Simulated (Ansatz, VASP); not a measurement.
# One calculation of NaH, two programs

```
Na H
1.0
     2.39568    2.39568    0.00000
    -2.39568    2.39568    0.00000
     0.00000    2.39568    2.39568
Na H
1 1
Direct
  0.00000 0.00000 0.00000
  0.50000 0.50000 0.00000
```

Alike in both runs: functional PBEsol; k mesh 12 × 12 × 12; occupations fermi-dirac, width 0.08 eV; no spin polarisation.

Ansatz relaxed the structure, and its values are those at the end. VASP's run is a single point on that final structure, the one shown.

|  | VASP | Ansatz |
| --- | --- | --- |
| version | VASP 6.6.1 | Ansatz 0.2.0 |
| potentials or method | VASP PAW PBE potentials, release 64 (Na_pv, H) | PAW with Ansatz's default frozen-core files, scalar-relativistic |
| plane-wave cutoff (eV) | 520 | 420 |
| valence electrons in the cell | 8 | 10 |

```tsv
	VASP	Ansatz	Ansatz less VASP
pressure (GPa)	0.0	0.0	+0.02
```

VASP's potentials were made for PBE, not for PBEsol. VASP's potentials hold 8 valence electrons a cell and Ansatz's 10, so a difference there can come from the potentials and not from the codes.
